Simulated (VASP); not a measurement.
# ZrN (Fm-3m) in VASP: notebook

The runs below take ZrN through single point, with PBEsol+D3(BJ).

Program: VASP 6.6.1. These are calculated values, not measurements. Logs are shortened: lines on timing, memory, paths and dates and some standing lists are left out, and cuts for length are marked.

## (1) The cell of the first run

Symmetry: Fm-3m, No. 225, cubic system. The conventional cell has a = 4.550 Å, b = 4.550 Å, c = 4.550 Å, α = 90.00°, β = 90.00°, γ = 90.00°. Zr (site symmetry m-3m) has 6 N at 2.28 Å within 3.0 Å. Within 3.0 Å of N (site symmetry m-3m) lie 6 Zr at 2.28 Å.

## (2) Single point, PBEsol+D3(BJ) (11.78 Å³/atom)

Contents of INCAR:

```
SYSTEM = ZrN
ALGO = Normal ; EDIFF = 1E-6
ENCUT = 600 ; GGA = PS
GGA_COMPAT = .False. ; ISIF = 2
ISMEAR = 0 ; IVDW = 12
LASPH = .True. ; LCHARG = .False.
LREAL = .False. ; LWAVE = .False.
NBANDS = 16 ; NELM = 120
PREC = Accurate ; SIGMA = 0.05
```

Contents of KPOINTS:

```
k-points
0
Gamma
  8 8 8
  0 0 0
```

Contents of POSCAR:

```
ZrN
1.0
    0.0000000000      2.2752077139      2.2752077139
    2.2752077139      0.0000000000      2.2752077139
    2.2752077139      2.2752077139      0.0000000000
Zr N
1 1
Direct
    0.5000000000      0.5000000000      0.5000000000
    0.0000000000      0.0000000000      0.0000000000
```

Potentials or basis: VASP PAW PBE potentials, release 64 (Zr_sv, N).

On the command line:

```
$ cat potpaw_PBE.64/Zr_sv/POTCAR potpaw_PBE.64/N/POTCAR > POTCAR
$ mpirun -np 1 vasp_std > vasp.out
```

OUTCAR:

```text
SYSTEM = ZrN
   EDIFF = 1E-6
   ENCUT = 600
   GGA = PS
   ISIF = 2
   ISMEAR = 0
   IVDW = 12
   LASPH = .True.
   LREAL = .False.
   NELM = 120
   PREC = Accurate
 IVDW          = 12

 ion  position               nearest neighbor table
   1  0.500  0.500  0.500-   2 2.28   2 2.28   2 2.28   2 2.28   2 2.28   2 2.28
   2  0.000  0.000  0.000-   1 2.28   1 2.28   1 2.28   1 2.28   1 2.28   1 2.28

  LATTYP: Found a face centered cubic cell.
 ALAT       =     4.5504154278

  Lattice vectors:

 A1 = (   0.0000000000,   2.2752077139,   2.2752077139)
 A2 = (   2.2752077139,   0.0000000000,   2.2752077139)
 A3 = (   2.2752077139,   2.2752077139,   0.0000000000)

Analysis of symmetry for initial positions (statically):
=====================================================================
 Subroutine PRICEL returns:
 Original cell was already a primitive cell.

 Routine SETGRP: Setting up the symmetry group for a
 face centered cubic supercell.

 Subroutine GETGRP returns: Found 48 space group operations
 (whereof 48 operations were pure point group operations)
 out of a pool of 48 trial point group operations.

The static configuration has the point symmetry O_h .

Analysis of symmetry for dynamics (positions and initial velocities):
=====================================================================
 Subroutine PRICEL returns:
 Original cell was already a primitive cell.

 Routine SETGRP: Setting up the symmetry group for a
 face centered cubic supercell.

 Subroutine GETGRP returns: Found 48 space group operations
 (whereof 48 operations were pure point group operations)
 out of a pool of 48 trial point group operations.

The dynamic configuration has the point symmetry O_h .

 Subroutine INISYM returns: Found 48 space group operations
 (whereof 48 operations are pure point group operations),
 and found     1 'primitive' translations

----------------------------------------------------------------------------------------

                                     Primitive cell

  volume of cell :      23.5555

  direct lattice vectors                    reciprocal lattice vectors
     0.000000000  2.275207714  2.275207714    -0.219760155  0.219760155  0.219760155
     2.275207714  0.000000000  2.275207714     0.219760155 -0.219760155  0.219760155
     2.275207714  2.275207714  0.000000000     0.219760155  0.219760155 -0.219760155

  length of vectors
     3.217629606  3.217629606  3.217629606     0.380635754  0.380635754  0.380635754

  position of ions in fractional coordinates (direct lattice)
     0.500000000  0.500000000  0.500000000
     0.000000000  0.000000000  0.000000000

  ion indices of the primitive-cell ions
   primitive index   ion index
                 1           1
                 2           2

----------------------------------------------------------------------------------------

 KPOINTS: k-points

Automatic generation of k-mesh.
 Grid dimensions read from file:
 generate k-points for:    8    8    8

 Generating k-lattice:

  Cartesian coordinates                     Fractional coordinates (reciprocal lattice)
    -0.027470019  0.027470019  0.027470019     0.125000000  0.000000000  0.000000000
     0.027470019 -0.027470019  0.027470019     0.000000000  0.125000000  0.000000000
     0.027470019  0.027470019 -0.027470019     0.000000000  0.000000000  0.125000000

  Length of vectors
     0.047579469  0.047579469  0.047579469

  Shift w.r.t. Gamma in fractional coordinates (k-lattice)
     0.000000000  0.000000000  0.000000000

 Subroutine IBZKPT returns following result:
 ===========================================

 Found     29 irreducible k-points:

 Following reciprocal coordinates:
            Coordinates               Weight
  0.000000  0.000000  0.000000      1.000000
  0.125000  0.000000  0.000000      8.000000
  0.250000  0.000000  0.000000      8.000000
  0.375000  0.000000  0.000000      8.000000
  0.500000  0.000000  0.000000      4.000000
  0.125000  0.125000  0.000000      6.000000
[... 16 lines left out ...]
  0.500000  0.250000  0.125000     48.000000
 -0.375000  0.250000  0.125000     24.000000
 [... further k-points ...]
   k-points           NKPTS =     29   k-points in BZ     NKDIM =     29   number of bands    NBANDS=     16
   number of dos      NEDOS =    301   number of ions     NIONS =      2
   total plane-waves  NPLWV =  21952
   dimension x,y,z NGX =    28 NGY =   28 NGZ =   28
   dimension x,y,z NGXF=    56 NGYF=   56 NGZF=   56
   ions per type =               1   1
   NGX,Y,Z   is equivalent  to a cutoff of  14.47, 14.47, 14.47 a.u.
   NGXF,Y,Z  is equivalent  to a cutoff of  28.93, 28.93, 28.93 a.u.
 SYSTEM =  ZrN
   PREC   = accura    normal or accurate (medium, high low for compatibility)
   ISTART =      0    job   : 0-new  1-cont  2-samecut
   ICHARG =      2    charge: 1-file 2-atom 10-const
   ISPIN  =      1    spin polarized calculation?
   LNONCOLLINEAR =      F non collinear calculations
   LSORBIT =      F    spin-orbit coupling
   LASPH  =      T    aspherical Exc in radial PAW
   ENCUT  =  600.0 eV  44.10 Ry    6.64 a.u.   6.43  6.43  6.43*2*pi/ulx,y,z
   NELM   =    120;   NELMIN=  2; NELMDL= -5     # of ELM steps
   EDIFF  = 0.1E-05   stopping-criterion for ELM
   LREAL  =      F    real-space projection
   EDIFFG = 0.1E-04   stopping-criterion for IOM
   NSW    =      0    number of steps for IOM
   IBRION =     -1    ionic relax: 0-MD 1-quasi-New 2-CG
   NFREE  =      0    steps in history (QN), initial steepest desc. (CG)
   ISIF   =      2    stress and relaxation
   ISYM   =      2    0-nonsym 1-usesym 2-fastsym
   POTIM  = 0.5000    time-step for ionic-motion
   TEBEG  =    0.0;   TEEND  =   0.0 temperature during run
   PSTRESS=    0.0 pullay stress
   NELECT =      17.0000    total number of electrons
   NUPDOWN=      -1.0000    fix difference up-down
   EMIN   =  10.00;   EMAX   =-10.00  energy-range for DOS
   EFERMI =   0.00;   METHOD = LEGACY
   ISMEAR =     0;   SIGMA  =   0.05  broadening in eV -4-tet -1-fermi 0-gaus
   EFERMI_NEDOS =   21; number of points for ismear=-14 and -15
   IALGO  =     38    algorithm
   IMIX   =      4    mixing-type and parameters
     AMIX     =   0.40;   BMIX     =  1.00
     AMIX_MAG =   1.60;   BMIX_MAG =  1.00
  volume/ion in A,a.u.               =      11.78        79.48
  Fermi-wavevector in a.u.,A,eV,Ry     =   1.468453  2.774974 29.338985  2.156355
  Thomas-Fermi vector in A             =   2.583949
   LORBIT       =      0    0 simple, 1 ext, 2 COOP (PROOUT), +10 PAW based schemes
   GGA     = PS    functional components
   LHFCALC =     F    Hartree Fock is set to
   AEXX    =    0.0000 exact exchange contribution
   IVDW    =    12    specifies the selected vdW correction
   LEPSILON=     F    determine dielectric tensor
   LRPA    =     F    only Hartree local field effects (RPA)
 non-spin polarized calculation
 Gauss-broadening in eV      SIGMA  =   0.05
  energy-cutoff  :      600.00
  volume of cell :       23.56
 maximum number of plane-waves:       817
 NGX is ok and might be reduce to    28
   NGX = 13   NGY = 13   NGZ = 13

 number of electron      17.0000000 magnetization

 Free energy of the ion-electron system (eV)
  ---------------------------------------------------
  ext. energy  EPLUGINS =         0.00000000
  ---------------------------------------------------
  free energy    TOTEN  =       -21.53283572 eV

  energy without entropy =      -21.53097957  energy(sigma->0) =      -21.53190764

 E-fermi :  12.1043     XC(G=0): -12.7987

 val. band max:       12.0596825362   @ k =   0.1250   0.0000   0.0000
 cond. band min:      12.1308727341   @ k =   0.3750   0.1250   0.0000
 fundamental gap:      0.0711901979
 Fermi energy:        12.1042699003

 k-point     1 :       0.0000    0.0000    0.0000
  band No.  band energies     occupation
      1     -37.2870      2.00000
      2     -14.9111      2.00000
      3     -14.9111      2.00000
      4     -14.9111      2.00000
      5      -4.1767      2.00000
      6       9.4632      2.00000
[... 8 lines left out ...]
     15      21.2505      0.00000
     16      35.0708      0.00000

 k-point     2 :       0.1250    0.0000    0.0000
  band No.  band energies     occupation
      1     -37.2640      2.00000
      2     -15.1197      2.00000
      3     -14.9263      2.00000
      4     -14.9263      2.00000
      5      -3.8467      2.00000
      6       8.2960      2.00000
[... 8 lines left out ...]
     15      22.2996      0.00000
     16      32.2744      0.00000

 k-point     3 :       0.2500    0.0000    0.0000
  band No.  band energies     occupation
      1     -37.2081      2.00000
      2     -15.5889      2.00000
      3     -14.9626      2.00000
      4     -14.9626      2.00000
      5      -3.0474      2.00000
      6       6.4172      2.00000
[... 8 lines left out ...]
     15      24.3203      0.00000
     16      29.4655      0.00000

 k-point     4 :       0.3750    0.0000    0.0000
  band No.  band energies     occupation
      1     -37.1514      2.00000
      2     -16.0194      2.00000
      3     -14.9983      2.00000
      4     -14.9983      2.00000
      5      -2.2031      2.00000
      6       4.9154      2.00000
[... 8 lines left out ...]
     15      24.9331      0.00000
     16      26.0716      0.00000
[... 324 lines left out ...]
 k-point    22 :       0.3750    0.2500    0.1250
  band No.  band energies     occupation
      1     -37.1665      2.00000
      2     -15.6651      2.00000
      3     -15.1865      2.00000
      4     -15.0256      2.00000
      5      -2.8975      2.00000
      6       5.8147      2.00000
[... 8 lines left out ...]
     15      25.5538      0.00000
     16      26.0450      0.00000

 k-point    23 :       0.5000    0.2500    0.1250
  band No.  band energies     occupation
      1     -37.1210      2.00000
      2     -15.8851      2.00000
      3     -15.2978      2.00000
      4     -15.0846      2.00000
      5      -2.5754      2.00000
      6       5.5090      2.00000
[... 8 lines left out ...]
     15      24.3810      0.00000
     16      25.3306      0.00000

 k-point    24 :      -0.3750    0.2500    0.1250
  band No.  band energies     occupation
      1     -37.1021      2.00000
      2     -15.9789      2.00000
      3     -15.3259      2.00000
      4     -15.1215      2.00000
      5      -2.4502      2.00000
      6       5.3657      2.00000
[... 8 lines left out ...]
     15      24.0604      0.00000
     16      25.3315      0.00000

 [... further k-points ...]

------------------------ aborting loop because EDIFF is reached ----------------------------------------

 Edisp (eV)   -0.85392

 E8    (eV) :    -0.5882

  FORCE on cell =-STRESS in cart. coord.  units (eV):
  Direction    XX          YY          ZZ          XY          YZ          ZX
  --------------------------------------------------------------------------------------
  -------------------------------------------------------------------------------------
  Total      -0.74516    -0.74516    -0.74516     0.00000    -0.00000     0.00000
  in kB     -50.68385   -50.68385   -50.68385     0.00000    -0.00000     0.00000
  external pressure =      -50.68 kB  Pullay stress =        0.00 kB

 VOLUME and BASIS-vectors are now :
 -----------------------------------------------------------------------------
  energy-cutoff  :      600.00
  volume of cell :       23.56
      direct lattice vectors                 reciprocal lattice vectors
     0.000000000  2.275207714  2.275207714    -0.219760155  0.219760155  0.219760155
     2.275207714  0.000000000  2.275207714     0.219760155 -0.219760155  0.219760155
     2.275207714  2.275207714  0.000000000     0.219760155  0.219760155 -0.219760155

 POSITION                                       TOTAL-FORCE (eV/Angst)
 -----------------------------------------------------------------------------------
      2.27521      2.27521      2.27521        -0.000000      0.000000     -0.000000
      0.00000      0.00000      0.00000         0.000000     -0.000000      0.000000
 -----------------------------------------------------------------------------------
    total drift:                                0.000000      0.000000      0.000000

  FREE ENERGIE OF THE ION-ELECTRON SYSTEM (eV)
  ---------------------------------------------------
  free  energy   TOTEN  =       -22.3867604322 eV

  energy  without entropy=      -22.3849042781  energy(sigma->0) =      -22.38583236
```

It took 24 s on 1 thread of AMD EPYC 7R43 (Zen 3), shared host; peak memory 0.13 GiB.

What came out:

```
Free energy                : -22.3868 eV
Pressure                   : -5.1 GPa
Band gap on the k mesh     : zero (an odd number of electrons rules out a gap without spin polarisation)
Dispersion energy per atom : -0.427 eV
```

Levels at points of the mesh, in eV from the Fermi level:
```
           k point  band 7  band 8  band 9  band 10  band 11  band 12
(0.00, 0.00, 0.00)   -2.64   -2.64   -0.43    -0.43    -0.43     1.63
(0.50, 0.00, 0.00)   -5.79   -5.79    3.16     3.22     3.22     4.81
(0.50, 0.50, 0.00)   -3.61   -3.13   -3.13     3.50     4.74     4.74
```

Caveat: the cell stands under tension; the PAW data sets were made with another functional, which shifts forces and pressure a little.

(Continued in part 2 of 2.)
